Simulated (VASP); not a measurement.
# Sc5W: single point with PBE

The system is Sc5W.

```
Sc W
1.0
     0.00000    4.85165    4.85165
     4.85165    0.00000    4.85165
     4.85165    4.85165    0.00000
Sc W
5 1
Cartesian
  3.5133 3.5133 3.5133
  6.1900 6.1900 3.5133
  6.1900 3.5133 6.1900
  3.5133 6.1900 6.1900
  7.2775 7.2775 7.2775
  4.8517 4.8517 4.8517
```

```
Program             : VASP 6.6.1
Task                : single point
Functional          : PBE
Potentials or basis : VASP PAW PBE potentials, release 64 (Sc_sv, W_sv)
Cutoff              : 520 eV
k mesh              : 4 × 4 × 4
Occupations         : gaussian, width 0.1 eV
Spin                : no spin polarisation
```

* Pressure: 0.2 GPa
* Largest force: 0.165 eV/Å

Forces on the atoms (eV/Å):
```
Sc  -0.096 -0.096 -0.096
Sc   0.096  0.096 -0.096
Sc   0.096 -0.096  0.096
Sc  -0.096  0.096  0.096
Sc   0.000  0.000  0.000
W    0.000  0.000  0.000
```

Levels at points of the mesh, in eV from the Fermi level:
```
           k point  band 33  band 34  band 35  band 36  band 37  band 38
(0.00, 0.00, 0.00)    -0.33    -0.33     0.21     0.21     0.35     0.35
(0.50, 0.00, 0.00)    -0.42    -0.42    -0.01     0.34     0.34     0.60
(0.50, 0.50, 0.00)    -0.50    -0.39    -0.31     0.14     0.44     0.64
```

It took 2.7 min on 1 thread of Intel(R) Xeon(R) Platinum 8375C CPU @ 2.90GHz (Ice Lake), with other jobs on the host, peak memory 0.39 GiB.

Caveat: spin-orbit coupling is left out, which moves the levels of the heavy elements.
